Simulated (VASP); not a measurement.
A run of VASP 6.6.1:

Contents of INCAR:

```
PREC     = Accurate       # precision mode
ENCUT    = 520            # plane-wave cutoff, eV
EDIFF    = 1E-7           # SCF threshold, eV
ISMEAR   = 0              # smearing method
SIGMA    = 0.1            # smearing width, eV
LREAL    = F              # projectors in reciprocal space
LASPH    = T              # aspherical terms in the spheres
NELM     = 100            # most SCF steps
ALGO     = Normal         # electronic algorithm
ISIF     = 2              # what is computed and relaxed
LWAVE    = F              # write WAVECAR
LCHARG   = T              # write CHGCAR
GGA      = PE             # functional
IVDW     = 12             # dispersion correction
LELF     = T              # ELF
LVHAR    = T            
NBANDS   = 25             # bands
```

File KPOINTS:

```
regular mesh
0
Gamma
  6 6 6
```

The input POSCAR:

```
Hg
1.0
    5.3526066616      0.0000000000      0.0000000000
   -2.6763033308      4.6354933454      0.0000000000
    0.0000000000      0.0000000000      3.0969184761
Hg
3
Direct
    0.3333333333      0.6666666667      0.5000000000
    0.0000000000      0.0000000000      0.0000000000
    0.6666666667      0.3333333333      0.5000000000
```

Potentials or basis: VASP PAW PBE potentials, release 64 (Hg).

Command:

```bash
$ cat potpaw_PBE.64/Hg/POTCAR > POTCAR
$ mpirun -np 1 vasp_std > vasp.out
```

Hardware: 1 thread of Intel(R) Xeon(R) 6975P-C (Granite Rapids) (shared host).

**Question.** Estimate the wall time of this run.

**Answer.** Wall time 15 s on 1 thread of Intel(R) Xeon(R) 6975P-C (Granite Rapids), with other jobs on the host, peak memory 0.21 GiB. Counts: scf iterations 12, k points 28.
